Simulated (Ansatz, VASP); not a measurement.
## Two plane-wave programs on P

INCAR

```
PREC     = Accurate       # precision mode
ENCUT    = 520            # plane-wave cutoff, eV
EDIFF    = 1E-6           # SCF threshold, eV
ISMEAR   = 0              # smearing method
SIGMA    = 0.05           # smearing width, eV
LREAL    = F              # projectors in reciprocal space
LASPH    = T              # aspherical terms in the spheres
NELM     = 60             # most SCF steps
ALGO     = Normal         # electronic algorithm
ISIF     = 2              # what is computed and relaxed
LWAVE    = F              # write WAVECAR
LCHARG   = F              # write CHGCAR
GGA      = PS             # functional
NBANDS   = 18             # bands
```

File KPOINTS:

```
regular mesh
0
Gamma
  8 1 6
```

The input POSCAR:

```
P
1.0
    3.2837277200      0.0000000000      0.0000000000
    0.0000000000     34.8570309900      0.0000000000
    0.0000000000      0.0000000000      4.6320847100
P
4
Direct
    0.0682229727      0.9702614300      0.5490749315
    0.0000000000      0.0297385700      0.4078492800
    0.5000000000      0.0297385700      0.0921507200
    0.5000000000      0.9702614300      0.9078492800
```

Input for Ansatz:

```yaml
crystal:
  lattice:
    - [3.28372772, 0.0, 0.0]
    - [0.0, 34.85703099, 0.0]
    - [0.0, 0.0, 4.63208471]
  atoms:
    - { symbol: P, position: [0.0682229727, 0.97026143, 0.5490749315] }
    - { symbol: P, position: [0.0, 0.02973857, 0.40784928] }
    - { symbol: P, position: [0.5, 0.02973857, 0.09215072] }
    - { symbol: P, position: [0.5, 0.97026143, 0.90784928] }
basis:
  ecutwfc: 420
kpoints:
  mp_grid: { grid: [8, 1, 6] }
hamiltonian:
  xc: pbesol
scf:
  occupations: { method: gaussian, width: 0.05 }
output:
  forces: true
  stress: true
  eigenvalues: true
```

Alike in both runs: task single point; functional PBEsol; k mesh 8 × 1 × 6; occupations gaussian, width 0.05 eV; no spin polarisation.

|  | VASP | Ansatz |
| --- | --- | --- |
| version | VASP 6.6.1 | Ansatz 0.2.0 |
| potentials or method | VASP PAW PBE potentials, release 64 (P), cutoff 520 eV | scalar-relativistic, plane waves, PAW |
| valence electrons in the cell | 20 | 20 |

|  | VASP | Ansatz | Ansatz less VASP |
| --- | --- | --- | --- |
| gap on the k mesh at the Fermi level (eV) | 0.74 | 0.72 | -0.017 |
| least direct gap on the mesh (eV) | 1.16 | 1.14 | -0.016 |
| rms of the force components (eV/Å) | 0.781 | 0.782 | +0.0003 |

VASP's potentials were made for PBE, not for PBEsol. Atom by atom the forces differ by 0.013 eV/Å (rms over components).
